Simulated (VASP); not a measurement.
# BaO (Fm-3m) in VASP: a series of runs, part 2 of 2

VASP 6.6.1. Earlier steps stand in the parts before.

## 5. Relaxation of cell and atoms, PBE

This run uses another cell than the first one, of 21.65 Å³/atom, 0.911 times its volume.

Input file INCAR:

```
SYSTEM = BaO
PREC = Accurate ; ENCUT = 600
EDIFF = 1E-7 ; ISMEAR = 0
SIGMA = 0.02 ; LREAL = .False.
LASPH = .True. ; NELM = 120
ALGO = Normal ; ISIF = 3
LWAVE = .False. ; LCHARG = .False.
GGA = PE ; IBRION = 2
NSW = 80 ; EDIFFG = -0.01
GGA_COMPAT = .False. ; NELMIN = 4
```

Input file KPOINTS:

```
regular mesh
0
Gamma
  8 8 8
  0 0 0
```

Input file POSCAR:

```
BaO
1.0
    0.0000000000      2.7870094962      2.7870094962
    2.7870094962      0.0000000000      2.7870094962
    2.7870094962      2.7870094962      0.0000000000
Ba O
1 1
Direct
    0.0000000000      0.0000000000      0.0000000000
    0.5000000000      0.5000000000      0.5000000000
```

Potentials or basis: VASP PAW PBE potentials, release 64 (Ba_sv, O).

Run with:

```sh
cat potpaw_PBE.64/Ba_sv/POTCAR potpaw_PBE.64/O/POTCAR > POTCAR
mpirun -np 1 vasp_std > vasp.out
```

OUTCAR:

```text
SYSTEM = BaO
   PREC = Accurate
   ENCUT = 600
   EDIFF = 1E-7
   ISMEAR = 0
   LREAL = .False.
   LASPH = .True.
   NELM = 120
   ISIF = 3
   GGA = PE
   IBRION = 2
   NSW = 80
   EDIFFG = -0.01
   NELMIN = 4

 ion  position               nearest neighbor table
   1  0.000  0.000  0.000-   2 2.79   2 2.79   2 2.79   2 2.79   2 2.79   2 2.79
   2  0.500  0.500  0.500-   1 2.79   1 2.79   1 2.79   1 2.79   1 2.79   1 2.79

  LATTYP: Found a face centered cubic cell.
 ALAT       =     5.5740189924

  Lattice vectors:

 A1 = (   0.0000000000,   2.7870094962,   2.7870094962)
 A2 = (   2.7870094962,   0.0000000000,   2.7870094962)
 A3 = (   2.7870094962,   2.7870094962,   0.0000000000)

Analysis of symmetry for initial positions (statically):
=====================================================================
 Subroutine PRICEL returns:
 Original cell was already a primitive cell.

 Routine SETGRP: Setting up the symmetry group for a
 face centered cubic supercell.

 Subroutine GETGRP returns: Found 48 space group operations
 (whereof 48 operations were pure point group operations)
 out of a pool of 48 trial point group operations.

The static configuration has the point symmetry O_h .

Analysis of symmetry for dynamics (positions and initial velocities):
=====================================================================
 Subroutine PRICEL returns:
[... 233 lines left out ...]
  ---------------------------------------------------
  ext. energy  EPLUGINS =         0.00000000
  ---------------------------------------------------
  free energy    TOTEN  =       -11.81074373 eV

  energy without entropy =      -11.81074373  energy(sigma->0) =      -11.81074373

 E-fermi :   1.7516     XC(G=0):  -9.4374

 val. band max:        1.6056604846   @ k =   0.5000   0.5000   0.0000
 cond. band min:       3.7079606203   @ k =   0.5000   0.5000   0.0000
 fundamental gap:      2.1023001357
 Fermi energy:         1.7515540713

 k-point     1 :       0.0000    0.0000    0.0000
  band No.  band energies     occupation
      1     -24.3115      2.00000
      2     -13.2944      2.00000
      3      -8.8969      2.00000
      4      -8.8969      2.00000
      5      -8.8969      2.00000
      6       1.3633      2.00000
      7       1.3633      2.00000
      8       1.3633      2.00000
      9       4.9864      0.00000
     10       6.3071      0.00000
     11       6.3071      0.00000
     12       6.3071      0.00000
[... 331 lines left out ...]
 k-point    24 :      -0.3750    0.2500    0.1250
  band No.  band energies     occupation
      1     -24.0648      2.00000
      2     -13.7759      2.00000
      3      -9.4523      2.00000
      4      -9.4472      2.00000
      5      -9.0028      2.00000
      6       0.2197      2.00000
      7       0.7754      2.00000
      8       0.8468      2.00000
      9       6.4307      0.00000
     10       7.0215      0.00000
     11       9.2288      0.00000
     12       9.3219      0.00000

 [... further k-points ...]

------------------------ aborting loop because EDIFF is reached ----------------------------------------

  FORCE on cell =-STRESS in cart. coord.  units (eV):
  Direction    XX          YY          ZZ          XY          YZ          ZX
  --------------------------------------------------------------------------------------
  -------------------------------------------------------------------------------------
  Total        0.0005402      0.0005402      0.0005402      0.0000000      0.0000000     -0.0000000
  in kB        0.0195775      0.0195775      0.0195775      0.0000000      0.0000000     -0.0000000
  external PRESSURE =       0.0195775 kB  Pullay stress =       0.0000000 kB
[... 17 lines left out ...]
  FREE ENERGIE OF THE ION-ELECTRON SYSTEM (eV)
  ---------------------------------------------------
  free  energy   TOTEN  =       -11.8107437285 eV

  energy  without entropy=      -11.8107437285  energy(sigma->0) =      -11.81074373

 reached required accuracy - stopping structural energy minimisation
```

OSZICAR:

```text
N       E                     dE             d eps       ncg     rms          rms(c)
DAV:   1     0.981404005002E+02    0.98140E+02   -0.88454E+03   696   0.139E+03
DAV:   2    -0.927270213961E+01   -0.10741E+03   -0.98237E+02  1004   0.246E+02
DAV:   3    -0.143381653152E+02   -0.50655E+01   -0.50191E+01   888   0.571E+01
DAV:   4    -0.144174848937E+02   -0.79320E-01   -0.79279E-01   892   0.704E+00
[... 30 lines left out ...]
DAV:   6    -0.118107461133E+02   -0.30302E-04   -0.36527E-05   812   0.577E-02    0.108E-02
DAV:   7    -0.118107445802E+02    0.15331E-05   -0.35186E-06   800   0.154E-02    0.525E-03
DAV:   8    -0.118107438365E+02    0.74375E-06   -0.34812E-07   772   0.604E-03    0.743E-04
DAV:   9    -0.118107436979E+02    0.13856E-06   -0.40122E-08   360   0.164E-03    0.459E-04
DAV:  10    -0.118107437285E+02   -0.30565E-07   -0.83609E-09   348   0.864E-04
   3 F= -.11810744E+02 E0= -.11810744E+02  d E =-.415881E-02
```

CONTCAR:

```text
BaO
   1.00000000000000
     0.0000000000000000    2.8064514368281586    2.8064514368281586
     2.8064514368281586    0.0000000000000000    2.8064514368281586
     2.8064514368281586    2.8064514368281586    0.0000000000000000
  Ba              O
     1     1
Direct
     0.0000000000000000    0.0000000000000000    0.0000000000000000
     0.5000000000000000    0.5000000000000000    0.5000000000000000

  0.00000000E+00  0.00000000E+00  0.00000000E+00
  0.00000000E+00  0.00000000E+00  0.00000000E+00
```

It took 37 s on 1 thread of Intel Xeon Platinum 8259CL at 2.50GHz (Skylake/Cascade Lake), shared host; peak memory 0.19 GiB.

What came out:

```yaml
Free_energy: -11.8107 eV
Relaxed_volume: 22.10 Å³/atom
Relaxed_cell: a = 3.969 Å, b = 3.969 Å, c = 3.969 Å, α = 60.00°, β = 60.00°, γ = 60.00°
Space_group_after_relaxing_to_0.05_Å: Fm-3m (No. 225)
Energy_gained_by_relaxing: 2.1 meV/atom
Ionic_steps: 3
Pressure_after_relaxing: 0.0 GPa
Band_gap_on_the_k_mesh: 2.10 eV, direct
```

Step by step:
| step | energy change (eV) | largest force (eV/Å) | pressure (GPa) | volume (Å³) |
| --- | --- | --- | --- | --- |
| 1 | 0.0000 | 0.0000 | 1.49 | 43.30 |
| 2 | -0.0035 | 0.0000 | -0.54 | 44.57 |
| 3 | -0.0042 | 0.0000 | 0.00 | 44.21 |

Final structure:
```xyz
2
Lattice="0.0000 2.8065 2.8065 2.8065 0.0000 2.8065 2.8065 2.8065 0.0000" Properties=species:S:1:pos:R:3 pbc="T T T"
Ba    0.0000    0.0000    0.0000
O     2.8065    2.8065    2.8065
```

Caveat: spin-orbit coupling is left out, which moves the levels of the heavy elements.

## 6. The runs side by side

| task | cell | k mesh | smearing | gap on the mesh (eV) | pressure (GPa) |
| --- | --- | --- | --- | --- | --- |
| single point | a = 4.066 Å, angles 60.0°, 2 atoms | 6 × 6 × 6 | gaussian 0.1 eV | 2.29 | -4.2 |
| single point | a = 3.941 Å, angles 60.0°, 2 atoms | 8 × 8 × 8 | gaussian 0.02 eV | 2.04 | 1.5 |
| relaxation of cell and atoms | relaxed from a = 3.941 Å, angles 60.0°, 2 atoms | 8 × 8 × 8 | gaussian 0.02 eV | 2.10 | 0.0 |

Alike in all rows: level PBE; potentials or basis VASP PAW PBE potentials, release 64 (Ba_sv, O); no spin polarisation; cutoff (eV) 600.

Caveats: spin-orbit coupling is left out, which moves the levels of the heavy elements.

Absolute energies hang on the potentials; compare differences alone.
